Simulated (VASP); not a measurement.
# Li (Im-3m) in VASP: notebook, part 2 of 2

VASP 6.6.1. Earlier steps stand in the parts before.

## 3. Relaxation of cell and atoms, PBEsol

This run uses another cell than the first one, of 21.61 Å³/atom.

Contents of INCAR:

```
SYSTEM = Li
ALGO     = Normal         ! electronic algorithm
EDIFF    = 1E-7           ! SCF threshold, eV
EDIFFG   = -0.002         ! ionic threshold
ENCUT    = 600            ! plane-wave cutoff, eV
GGA      = PS             ! functional
IBRION   = 2              ! ionic algorithm
ISIF     = 3              ! what is computed and relaxed
ISMEAR   = -1             ! smearing method
LASPH    = .TRUE.         ! aspherical terms in the spheres
LCHARG   = .FALSE.        ! write CHGCAR
LREAL    = .FALSE.        ! projectors in reciprocal space
LWAVE    = .FALSE.        ! write WAVECAR
NELM     = 80             ! most SCF steps
NSW      = 100            ! ionic steps
PREC     = Accurate       ! precision mode
SIGMA    = 0.1            ! smearing width, eV
```

Contents of KPOINTS:

```
k-points
0
G
  22 22 22
  0 0 0
```

Contents of POSCAR:

```
Li
1.0
   -1.7546500000      1.7546500000      1.7546500000
    1.7546500000     -1.7546500000      1.7546500000
    1.7546500000      1.7546500000     -1.7546500000
Li
1
Direct
    0.0000000000      0.0000000000      0.0000000000
```

Potentials or basis: VASP PAW PBE potentials, release 64 (Li_sv).

Run with:

```bash
$ cat potpaw_PBE.64/Li_sv/POTCAR > POTCAR
$ mpirun -np 1 vasp_std > vasp.out
```

OUTCAR:

```text
SYSTEM = Li
   EDIFF = 1E-7
   EDIFFG = -0.002
   ENCUT = 600
   GGA = PS
   IBRION = 2
   ISIF = 3
   ISMEAR = -1
   LASPH = .TRUE.
   LREAL = .FALSE.
   NELM = 80
   NSW = 100
   PREC = Accurate

 ion  position               nearest neighbor table
   1  0.000  0.000  0.000-

  LATTYP: Found a body centered cubic cell.
 ALAT       =     3.5093000000

  Lattice vectors:

 A1 = (  -1.7546500000,   1.7546500000,   1.7546500000)
 A2 = (   1.7546500000,  -1.7546500000,   1.7546500000)
 A3 = (   1.7546500000,   1.7546500000,  -1.7546500000)

Analysis of symmetry for initial positions (statically):
=====================================================================
 Subroutine PRICEL returns:
 Original cell was already a primitive cell.

 Routine SETGRP: Setting up the symmetry group for a
 body centered cubic supercell.

 Subroutine GETGRP returns: Found 48 space group operations
 (whereof 48 operations were pure point group operations)
 out of a pool of 48 trial point group operations.

The static configuration has the point symmetry O_h .

Analysis of symmetry for dynamics (positions and initial velocities):
=====================================================================
 Subroutine PRICEL returns:
 Original cell was already a primitive cell.

 Routine SETGRP: Setting up the symmetry group for a
 body centered cubic supercell.

 Subroutine GETGRP returns: Found 48 space group operations
 (whereof 48 operations were pure point group operations)
 out of a pool of 48 trial point group operations.

The dynamic configuration has the point symmetry O_h .

 Subroutine INISYM returns: Found 48 space group operations
 (whereof 48 operations are pure point group operations),
[... 113 lines left out ...]
     AMIX     =   0.40;   BMIX     =  1.00
     AMIX_MAG =   1.60;   BMIX_MAG =  1.00
  volume/ion in A,a.u.               =      21.61       145.82
  Fermi-wavevector in a.u.,A,eV,Ry     =   0.847692  1.601906  9.776898  0.718582
  Thomas-Fermi vector in A             =   1.963238
   LORBIT       =      0    0 simple, 1 ext, 2 COOP (PROOUT), +10 PAW based schemes
   GGA     = PS    functional components
   LHFCALC =     F    Hartree Fock is set to
   AEXX    =    0.0000 exact exchange contribution
   IVDW    =     0    specifies the selected vdW correction
   LEPSILON=     F    determine dielectric tensor
   LRPA    =     F    only Hartree local field effects (RPA)
 conjugate gradient relaxation of ions
 non-spin polarized calculation
  energy-cutoff  :      600.00
  volume of cell :       21.61
 maximum number of plane-waves:       736
   NGX = 13   NGY = 13   NGZ = 13

--------------------------------------- Ionic step        1  -------------------------------------------

 number of electron       2.9999991 magnetization

 Free energy of the ion-electron system (eV)
  ---------------------------------------------------
  ext. energy  EPLUGINS =         0.00000000
  ---------------------------------------------------
  free energy    TOTEN  =        -1.97105362 eV

  energy without entropy =       -1.95504307  energy(sigma->0) =       -1.96304835

------------------------ aborting loop because EDIFF is reached ----------------------------------------

  FORCE on cell =-STRESS in cart. coord.  units (eV):
  Direction    XX          YY          ZZ          XY          YZ          ZX
  --------------------------------------------------------------------------------------
  -------------------------------------------------------------------------------------
  Total       -0.1219453     -0.1219453     -0.1219453      0.0000000     -0.0000000      0.0000000
  in kB       -9.0415797     -9.0415797     -9.0415797      0.0000000     -0.0000000      0.0000000
  external PRESSURE =      -9.0415797 kB  Pullay stress =       0.0000000 kB
[... 92 lines left out ...]
--------------------------------------- Ionic step        4  -------------------------------------------

 number of electron       3.0000004 magnetization

 Free energy of the ion-electron system (eV)
  ---------------------------------------------------
  ext. energy  EPLUGINS =         0.00000000
  ---------------------------------------------------
  free energy    TOTEN  =        -1.97582494 eV

  energy without entropy =       -1.96016068  energy(sigma->0) =       -1.96799281

 E-fermi :   0.6703     XC(G=0):  -7.0506

 val. band max:        0.6673480780   @ k =   0.4545   0.0000   0.0000
 cond. band min:       0.6752917454   @ k =   0.3182   0.1818   0.0000
 fundamental gap:      0.0079436674
 Fermi energy:         0.6702658044

 k-point     1 :       0.0000    0.0000    0.0000
  band No.  band energies     occupation
      1     -45.2220      2.00000
      2      -2.9105      2.00000
      3      15.4301      0.00000
      4      15.4301      0.00000
      5      15.4301      0.00000
[... 177 lines left out ...]
 k-point    24 :       0.1364    0.0909    0.0000
  band No.  band energies     occupation
      1     -45.2149      2.00000
      2      -2.1647      2.00000
      3      11.6499      0.00000
      4      12.5003      0.00000
      5      13.7991      0.00000

 [... further k-points ...]
[... 5 lines left out ...]
  --------------------------------------------------------------------------------------
  -------------------------------------------------------------------------------------
  Total        0.0007880      0.0007880      0.0007880      0.0000000     -0.0000000     -0.0000000
  in kB        0.0631176      0.0631176      0.0631176      0.0000000     -0.0000000     -0.0000000
  external PRESSURE =       0.0631176 kB  Pullay stress =       0.0000000 kB
[... 16 lines left out ...]
  FREE ENERGIE OF THE ION-ELECTRON SYSTEM (eV)
  ---------------------------------------------------
  free  energy   TOTEN  =        -1.9758249424 eV

  energy  without entropy=       -1.9601606825  energy(sigma->0) =       -1.96799281

 reached required accuracy - stopping structural energy minimisation
```

CONTCAR:

```text
Li
   1.00000000000000
    -1.7100808677254213    1.7100808677254213    1.7100808677254213
     1.7100808677254213   -1.7100808677254213    1.7100808677254213
     1.7100808677254213    1.7100808677254213   -1.7100808677254213
  Li
     1
Direct
     1.0000000000000000    1.0000000000000000    0.0000000000000000

  0.00000000E+00  0.00000000E+00  0.00000000E+00
```

Wall time 35 s (1 thread of Intel Xeon Platinum 8375C at 2.90GHz (Ice Lake), shared host); peak memory 0.16 GiB.

Results:

| Quantity | Value |
| --- | --- |
| Free energy | -1.9758 eV |
| Relaxed volume | 20.00 Å³/atom |
| Relaxed cell | a = 2.962 Å, b = 2.962 Å, c = 2.962 Å, α = 109.47°, β = 109.47°, γ = 109.47° |
| Space group after relaxing (to 0.1 Å) | Im-3m (No. 229) |
| Energy gained by relaxing | 4.8 meV/atom |
| Ionic steps | 4 |
| Pressure after relaxing | 0.0 GPa |
| Band gap on the k mesh | zero (an odd number of electrons rules out a gap without spin polarisation) |

Step by step:
```tsv
step	energy change (eV)	largest force (eV/Å)	pressure (GPa)	volume (Å³)
1	0.0000	0.0000	-0.90	21.61
2	-0.0019	0.0000	-0.72	21.23
3	-0.0047	0.0000	-0.08	20.14
4	-0.0048	0.0000	0.01	20.00
```

Final structure:
```
Li
1.0
    -1.71008    1.71008    1.71008
     1.71008   -1.71008    1.71008
     1.71008    1.71008   -1.71008
Li
1
Direct
  0.00000 0.00000 0.00000
```

Levels at points of the mesh, in eV from the Fermi level:
```csv
k point,band 1,band 2,band 3,band 4,band 5
"(0.00, 0.00, 0.00)",-45.89,-3.58,14.76,14.76,14.76
"(0.50, 0.00, 0.00)",-45.87,0.23,3.30,10.46,11.95
"(0.50, 0.50, 0.50)",-45.86,5.56,5.56,5.56,7.82
```

Caveat: the cutoff is under 1.25 times the usual one of these potentials, so pressure, stress and relaxed cells hold a basis-set (Pulay) error; the PAW data sets were made with another functional, which shifts forces and pressure a little.
